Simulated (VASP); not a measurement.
**SnO2: single point with PBE**

Crystal: SnO2.

```
Sn O
1.0
     4.90757    0.00000    0.00000
     0.00000    4.90759    0.00000
     0.00000    0.00000    3.13348
Sn O
2 4
Direct
  0.50000 0.50000 0.50000
  0.00000 0.00000 0.00000
  0.28460 0.28466 0.00000
  0.78460 0.21534 0.50000
  0.21540 0.78466 0.50000
  0.71540 0.71534 0.00000
```

This cell differs from its parent crystal: atoms shifted along a free coordinate, c/a of the conventional cell at fixed volume 0.6385.

```json
{"Program": "VASP 6.6.1", "Task": "single point", "Functional": "PBE", "Potentials or basis": "VASP PAW PBE potentials, release 64 (Sn_d, O)", "Cutoff": "520 eV", "k mesh": "6 × 6 × 8", "Occupations": "gaussian, width 0.05 eV", "Spin": "no spin polarisation"}
```

The pressure is 1.2 GPa and the largest force is 2.565 eV/Å. The band gap on the k mesh is 0.07 eV.

Forces on the atoms (eV/Å):
```
Sn   0.000  0.000  0.000
Sn   0.000  0.000  0.000
O    1.814  1.814  0.000
O    1.814 -1.814  0.000
O   -1.814  1.814  0.000
O   -1.814 -1.814  0.000
```

Stress tensor (GPa, compression positive):
```
-0.95  0.00  0.00
 0.00 -0.93  0.00
 0.00  0.00  5.63
```

Levels at points of the mesh, in eV from the valence-band top:
```
           k point  band 24  band 25  band 26  band 27  band 28  band 29
(0.00, 0.00, 0.00)    -0.87    -0.87     0.00     0.07     6.06     6.06
(0.50, 0.00, 0.00)    -1.16    -0.59    -0.59     3.63     3.63     7.42
(0.00, 0.50, 0.00)    -1.16    -0.59    -0.59     3.63     3.63     7.42
(0.50, 0.50, 0.00)    -1.29    -1.03    -1.03     4.54     4.54     7.47
(0.00, 0.00, 0.50)    -1.61    -1.22    -1.22     5.08     5.08     7.97
(0.50, 0.00, 0.50)    -1.10    -0.86    -0.86     5.35     5.35     6.37
(0.00, 0.50, 0.50)    -1.10    -0.86    -0.86     5.35     5.35     6.37
(0.50, 0.50, 0.50)    -0.88    -0.80    -0.80     2.95     2.95     9.22
```

Run time: 2 min on 1 thread of Intel(R) Xeon(R) Platinum 8259CL CPU @ 2.50GHz (Skylake/Cascade Lake), with other jobs on the host, peak memory 0.29 GiB.

Caveat: the stress differs along the axes, from -1 to 6 GPa; semilocal functionals underestimate gaps, and a narrow one can read as zero; spin-orbit coupling is left out, which moves the levels of the heavy elements; forces of over 1 eV/Å act on the atoms, so gaps and moduli don't describe the material at rest.
